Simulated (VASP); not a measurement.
Set up this calculation in VASP 6.6.1, as the native input.

```yaml
Task: single point
Functional: PBEsol
Potentials_or_basis: VASP PAW PBE potentials, release 64 (Li_sv, Cl)
Cutoff: 520 eV
k_mesh: 8 × 8 × 8
Occupations: gaussian, width 0.02 eV
Spin: no spin polarisation
Dipole_correction: no
Further_INCAR_settings: ALGO = Normal; EDIFF = 1e-06; NBANDS = 12
```

The structure of LiCl lies in POSCAR:

```
LiCl
1.0
    0.0000000000      2.6312385792      2.6312385792
    2.6312385792      0.0000000000      2.6312385792
    2.6312385792      2.6312385792      0.0000000000
Li Cl
1 1
Direct
    0.0000000000      0.0000000000      0.0000000000
    0.5000000000      0.5000000000      0.5000000000
```

This cell differs from its parent crystal: strained.

One way to write it, as run:

INCAR

```
PREC = Accurate ; ENCUT = 520
EDIFF = 1E-6 ; ISMEAR = 0
SIGMA = 0.02 ; LREAL = False
LASPH = True ; NELM = 100
ALGO = Normal ; ISIF = 2
LWAVE = False ; LCHARG = True
GGA = PS ; LELF = True
LVHAR = True ; NBANDS = 12
```

KPOINTS

```
regular mesh
0
Gamma
  8 8 8
```

Potentials or basis: VASP PAW PBE potentials, release 64 (Li_sv, Cl).

Command:

```sh
$ cat potpaw_PBE.64/Li_sv/POTCAR potpaw_PBE.64/Cl/POTCAR > POTCAR
$ mpirun -np 1 vasp_std > vasp.out
```

It gave:

| Quantity | Value |
| --- | --- |
| Band gap on the k mesh | 5.73 eV, direct |

Caveat: the cell differs from its parent crystal (strained).

It took 8.4 s on 1 thread of Intel(R) Xeon(R) Platinum 8488C (Sapphire Rapids) (shared host), peak memory 0.15 GiB.
